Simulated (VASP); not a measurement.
# Cd3Se (I4/mmm) in VASP: a series of runs

Cd3Se is run at these levels: LDA; tasks: single point.

Program: VASP 6.6.1. These are calculated values, not measurements. Logs are shortened: lines on timing, memory, paths and dates and some standing lists are left out, and cuts for length are marked.

## 1. The cell of the first run

It takes space group I4/mmm (No. 139, tetragonal). Conventional cell: a = 4.109 Å, b = 4.109 Å, c = 12.255 Å, α = 90.00°, β = 90.00°, γ = 90.00°. Within 3.8 Å of Cd (site symmetry 4/mmm) lie 4 Se at 2.91 Å and 8 Cd at 3.69 Å. Within 3.8 Å of Cd (site symmetry -4m2) lie 8 Cd at 2.91 to 3.69 Å and 4 Se at 3.69 Å. Se (site symmetry 4/mmm) has 12 Cd at 2.91 to 3.69 Å within 3.8 Å.

## 2. Single point, LDA

INCAR

```
SYSTEM = Cd3Se
PREC = Accurate
ENCUT = 520
EDIFF = 1E-6
ISMEAR = -1
SIGMA = 0.05
LREAL = .False.
LASPH = .True.
NELM = 60
ALGO = Normal
ISIF = 2
LWAVE = .False.
LCHARG = .False.
GGA = CA
NBANDS = 29
```

KPOINTS

```
regular mesh
0
Gamma
  9 9 9
  0 0 0
```

POSCAR

```
Cd3Se
1.0
   -2.0544696389      2.0544696389      6.1273929629
    2.0544696389     -2.0544696389      6.1273929629
    2.0544696389      2.0544696389     -6.1273929629
Cd Se
3 1
Direct
    0.5000000000      0.5000000000      0.0000000000
    0.2500000000      0.7500000000      0.5000000000
    0.7500000000      0.2500000000      0.5000000000
    0.0000000000      0.0000000000      0.0000000000
```

Potentials or basis: VASP PAW LDA potentials, release 64 (Cd, Se).

The run is started by

```sh
cat potpaw_LDA.64/Cd/POTCAR potpaw_LDA.64/Se/POTCAR > POTCAR
mpirun -np 1 vasp_std > vasp.out
```

OUTCAR:

```text
SYSTEM = Cd3Se
   PREC = Accurate
   ENCUT = 520
   EDIFF = 1E-6
   ISMEAR = -1
   LREAL = .False.
   LASPH = .True.
   NELM = 60
   ISIF = 2
   GGA = CA

 ion  position               nearest neighbor table
   1  0.500  0.500  0.000-   4 2.91   4 2.91   4 2.91   4 2.91   2 3.69   2 3.69   3 3.69   3 3.69
                             3 3.69   2 3.69   3 3.69   2 3.69
   2  0.250  0.750  0.500-   3 2.91   3 2.91   3 2.91   3 2.91   1 3.69   1 3.69   1 3.69   1 3.69

   3  0.750  0.250  0.500-   2 2.91   2 2.91   2 2.91   2 2.91   1 3.69   1 3.69   1 3.69   1 3.69

   4  0.000  0.000  0.000-   1 2.91   1 2.91   1 2.91   1 2.91

  LATTYP: Found a body centered tetragonal cell.
 ALAT       =     4.1089392778
 C/A-ratio  =     2.9824694641

  Lattice vectors:

 A1 = (  -2.0544696389,   2.0544696389,   6.1273929629)
 A2 = (   2.0544696389,  -2.0544696389,   6.1273929629)
 A3 = (   2.0544696389,   2.0544696389,  -6.1273929629)

Analysis of symmetry for initial positions (statically):
=====================================================================
 Subroutine PRICEL returns:
 Original cell was already a primitive cell.

 Routine SETGRP: Setting up the symmetry group for a
 body centered tetragonal supercell.

 Subroutine GETGRP returns: Found 16 space group operations
 (whereof 16 operations were pure point group operations)
 out of a pool of 16 trial point group operations.

The static configuration has the point symmetry D_4h.

Analysis of symmetry for dynamics (positions and initial velocities):
=====================================================================
 Subroutine PRICEL returns:
 Original cell was already a primitive cell.

 Routine SETGRP: Setting up the symmetry group for a
 body centered tetragonal supercell.

 Subroutine GETGRP returns: Found 16 space group operations
 (whereof 16 operations were pure point group operations)
 out of a pool of 16 trial point group operations.

The dynamic configuration has the point symmetry D_4h.

 Subroutine INISYM returns: Found 16 space group operations
 (whereof 16 operations are pure point group operations),
 and found     1 'primitive' translations

----------------------------------------------------------------------------------------

                                     Primitive cell

  volume of cell :     103.4511

  direct lattice vectors                    reciprocal lattice vectors
    -2.054469639  2.054469639  6.127392963     0.000000000  0.243371813  0.081600773
     2.054469639 -2.054469639  6.127392963     0.243371813  0.000000000  0.081600773
     2.054469639  2.054469639 -6.127392963     0.243371813  0.243371813  0.000000000

  length of vectors
     6.781344669  6.781344669  6.781344669     0.256687602  0.256687602  0.344179718

  position of ions in fractional coordinates (direct lattice)
     0.500000000  0.500000000  0.000000000
     0.250000000  0.750000000  0.500000000
     0.750000000  0.250000000  0.500000000
     0.000000000  0.000000000  0.000000000

  ion indices of the primitive-cell ions
   primitive index   ion index
                 1           1
                 2           2
                 3           3
                 4           4

----------------------------------------------------------------------------------------

 KPOINTS: regular mesh

Automatic generation of k-mesh.
 Grid dimensions read from file:
 generate k-points for:    9    9    9

 Generating k-lattice:

  Cartesian coordinates                     Fractional coordinates (reciprocal lattice)
     0.000000000  0.027041313  0.009066753     0.111111111  0.000000000 -0.000000000
     0.027041313  0.000000000  0.009066753     0.000000000  0.111111111 -0.000000000
     0.027041313  0.027041313  0.000000000     0.000000000  0.000000000  0.111111111

  Length of vectors
     0.028520845  0.028520845  0.038242191

  Shift w.r.t. Gamma in fractional coordinates (k-lattice)
     0.000000000  0.000000000  0.000000000

 Subroutine IBZKPT returns following result:
 ===========================================

 Found     75 irreducible k-points:

 Following reciprocal coordinates:
            Coordinates               Weight
  0.000000  0.000000  0.000000      1.000000
  0.111111 -0.000000  0.000000      8.000000
  0.222222 -0.000000  0.000000      8.000000
  0.333333 -0.000000  0.000000      8.000000
  0.444444 -0.000000  0.000000      8.000000
  0.111111  0.111111  0.000000      8.000000
[... 16 lines left out ...]
 -0.333333  0.333333  0.000000      4.000000
  0.444444  0.444444  0.000000      8.000000
 [... further k-points ...]
   k-points           NKPTS =     75   k-points in BZ     NKDIM =     75   number of bands    NBANDS=     29
   number of dos      NEDOS =    301   number of ions     NIONS =      4
   total plane-waves  NPLWV = 125000
   dimension x,y,z NGX =    50 NGY =   50 NGZ =   50
   dimension x,y,z NGXF=   100 NGYF=  100 NGZF=  100
   ions per type =               3   1
   NGX,Y,Z   is equivalent  to a cutoff of  12.26, 12.26, 12.26 a.u.
   NGXF,Y,Z  is equivalent  to a cutoff of  24.52, 24.52, 24.52 a.u.
 SYSTEM =  Cd3Se
   PREC   = accura    normal or accurate (medium, high low for compatibility)
   ISTART =      0    job   : 0-new  1-cont  2-samecut
   ICHARG =      2    charge: 1-file 2-atom 10-const
   ISPIN  =      1    spin polarized calculation?
   LNONCOLLINEAR =      F non collinear calculations
   LSORBIT =      F    spin-orbit coupling
   LASPH  =      T    aspherical Exc in radial PAW
   ENCUT  =  520.0 eV  38.22 Ry    6.18 a.u.  12.61 12.61 12.61*2*pi/ulx,y,z
   NELM   =     60;   NELMIN=  2; NELMDL= -5     # of ELM steps
   EDIFF  = 0.1E-05   stopping-criterion for ELM
   LREAL  =      F    real-space projection
   EDIFFG = 0.1E-04   stopping-criterion for IOM
   NSW    =      0    number of steps for IOM
   IBRION =     -1    ionic relax: 0-MD 1-quasi-New 2-CG
   NFREE  =      0    steps in history (QN), initial steepest desc. (CG)
   ISIF   =      2    stress and relaxation
   ISYM   =      2    0-nonsym 1-usesym 2-fastsym
   POTIM  = 0.5000    time-step for ionic-motion
   TEBEG  =    0.0;   TEEND  =   0.0 temperature during run
   PSTRESS=    0.0 pullay stress
   NELECT =      42.0000    total number of electrons
   NUPDOWN=      -1.0000    fix difference up-down
   EMIN   =  10.00;   EMAX   =-10.00  energy-range for DOS
   EFERMI =   0.00;   METHOD = LEGACY
   ISMEAR =    -1;   SIGMA  =   0.05  broadening in eV -4-tet -1-fermi 0-gaus
   EFERMI_NEDOS =   21; number of points for ismear=-14 and -15
   IALGO  =     38    algorithm
   IMIX   =      4    mixing-type and parameters
     AMIX     =   0.40;   BMIX     =  1.00
     AMIX_MAG =   1.60;   BMIX_MAG =  1.00
  volume/ion in A,a.u.               =      25.86       174.53
  Fermi-wavevector in a.u.,A,eV,Ry     =   1.212215  2.290754 19.993277  1.469464
  Thomas-Fermi vector in A             =   2.347706
   LORBIT       =      0    0 simple, 1 ext, 2 COOP (PROOUT), +10 PAW based schemes
   GGA     = CA    functional components
   LHFCALC =     F    Hartree Fock is set to
   AEXX    =    0.0000 exact exchange contribution
   IVDW    =     0    specifies the selected vdW correction
   LEPSILON=     F    determine dielectric tensor
   LRPA    =     F    only Hartree local field effects (RPA)
 non-spin polarized calculation
  energy-cutoff  :      520.00
  volume of cell :      103.45
 maximum number of plane-waves:      2809
   NGX = 25   NGY = 25   NGZ = 25

 number of electron      42.0000002 magnetization

 Free energy of the ion-electron system (eV)
  ---------------------------------------------------
  ext. energy  EPLUGINS =         0.00000000
  ---------------------------------------------------
  free energy    TOTEN  =        -8.42318160 eV

  energy without entropy =       -8.41449057  energy(sigma->0) =       -8.41883608

 E-fermi :   1.6382     XC(G=0): -10.1891

 val. band max:        1.6124929035   @ k =  -0.1111  -0.2222   0.1111
 cond. band min:       1.6409810776   @ k =   0.2222   0.1111   0.0000
 fundamental gap:      0.0284881741
 Fermi energy:         1.6381887955

 k-point     1 :       0.0000    0.0000    0.0000
  band No.  band energies     occupation
      1     -11.1002      2.00000
      2      -7.7005      2.00000
      3      -7.4398      2.00000
      4      -7.2954      2.00000
      5      -6.9164      2.00000
      6      -6.9164      2.00000
[... 21 lines left out ...]
     28       9.9164      0.00000
     29       9.9164      0.00000

 k-point     2 :       0.1111   -0.0000    0.0000
  band No.  band energies     occupation
      1     -11.0540      2.00000
      2      -7.6555      2.00000
      3      -7.3969      2.00000
      4      -7.2510      2.00000
      5      -6.9139      2.00000
      6      -6.9053      2.00000
[... 21 lines left out ...]
     28       9.2935      0.00000
     29       9.5617      0.00000

 k-point     3 :       0.2222   -0.0000    0.0000
  band No.  band energies     occupation
      1     -10.9309      2.00000
      2      -7.5225      2.00000
      3      -7.2746      2.00000
      4      -7.1328      2.00000
      5      -6.9023      2.00000
      6      -6.8766      2.00000
[... 21 lines left out ...]
     28       9.2490      0.00000
     29       9.5564      0.00000

 k-point     4 :       0.3333   -0.0000    0.0000
  band No.  band energies     occupation
      1     -10.7787      2.00000
      2      -7.3084      2.00000
      3      -7.0934      2.00000
      4      -6.9850      2.00000
      5      -6.8798      2.00000
      6      -6.8587      2.00000
[... 21 lines left out ...]
     28       8.1846      0.00000
     29       9.6898      0.00000

 k-point     5 :       0.4444   -0.0000    0.0000
  band No.  band energies     occupation
      1     -10.6706      2.00000
      2      -7.0278      2.00000
      3      -6.9480      2.00000
      4      -6.8747      2.00000
      5      -6.8705      2.00000
      6      -6.8101      2.00000
[... 21 lines left out ...]
     28       8.4997      0.00000
     29       8.8064      0.00000
[... 510 lines left out ...]
     28       9.5486      0.00000
     29      10.3652      0.00000

 k-point    22 :      -0.4444    0.3333    0.0000
  band No.  band energies     occupation
      1     -10.6683      2.00000
      2      -7.3507      2.00000
      3      -7.2142      2.00000
      4      -7.0630      2.00000
      5      -6.9967      2.00000
      6      -6.7647      2.00000
[... 21 lines left out ...]
     28       9.2492      0.00000
     29      10.3498      0.00000

 k-point    23 :      -0.3333    0.3333    0.0000
  band No.  band energies     occupation
      1     -10.6944      2.00000
      2      -7.4199      2.00000
      3      -7.0524      2.00000
      4      -7.0266      2.00000
      5      -6.9146      2.00000
      6      -6.8403      2.00000
[... 21 lines left out ...]
     28       8.4806      0.00000
     29      10.3724      0.00000

 k-point    24 :       0.4444    0.4444    0.0000
  band No.  band energies     occupation
      1     -10.6664      2.00000
      2      -7.3739      2.00000
      3      -7.3268      2.00000
      4      -7.0918      2.00000
      5      -7.0605      2.00000
      6      -6.7779      2.00000
[... 21 lines left out ...]
     28      10.2696      0.00000
     29      10.6414      0.00000

 [... further k-points ...]
[... 5 lines left out ...]
  --------------------------------------------------------------------------------------
  -------------------------------------------------------------------------------------
  Total       -4.6438295     -4.6438295     -2.1007542      0.0000000      0.0000000      0.0000000
  in kB      -71.9203287    -71.9203287    -32.5349875      0.0000000      0.0000000      0.0000000
  external PRESSURE =     -58.7918817 kB  Pullay stress =       0.0000000 kB

 VOLUME and BASIS-vectors are now :
 -----------------------------------------------------------------------------
  energy-cutoff  :      520.00
  volume of cell :      103.45
      direct lattice vectors                 reciprocal lattice vectors
    -2.054469639  2.054469639  6.127392963     0.000000000  0.243371813  0.081600773
     2.054469639 -2.054469639  6.127392963     0.243371813  0.000000000  0.081600773
     2.054469639  2.054469639 -6.127392963     0.243371813  0.243371813  0.000000000

 POSITION                                       TOTAL-FORCE (eV/Angst)
 -----------------------------------------------------------------------------------
      0.00000      0.00000      6.12739        -0.000000     -0.000000      0.000000
      2.05447      0.00000      3.06370         0.000000     -0.000000     -0.000000
      0.00000      2.05447      3.06370        -0.000000      0.000000     -0.000000
      0.00000      0.00000      0.00000        -0.000000     -0.000000      0.000000
 -----------------------------------------------------------------------------------
    total drift:                               -0.000000      0.000000      0.000000

  FREE ENERGIE OF THE ION-ELECTRON SYSTEM (eV)
  ---------------------------------------------------
  free  energy   TOTEN  =        -8.4231816021 eV

  energy  without entropy=       -8.4144905675  energy(sigma->0) =       -8.41883608
```

Run time: 2.7 min. Hardware: 1 thread of Intel Xeon 6975P-C (Granite Rapids), shared host; peak memory 0.38 GiB.

What came out:

| Quantity | Value |
| --- | --- |
| Free energy | -8.4232 eV |
| Pressure | -5.9 GPa |
| Band gap on the k mesh | zero (band 21 reaches 2.44 eV, above the bottom of band 22 at 0.86 eV) |

Stress tensor (GPa, compression positive):
```
-7.19  0.00  0.00
 0.00 -7.19  0.00
 0.00  0.00 -3.25
```

(Part 1 of 2 ends here.)
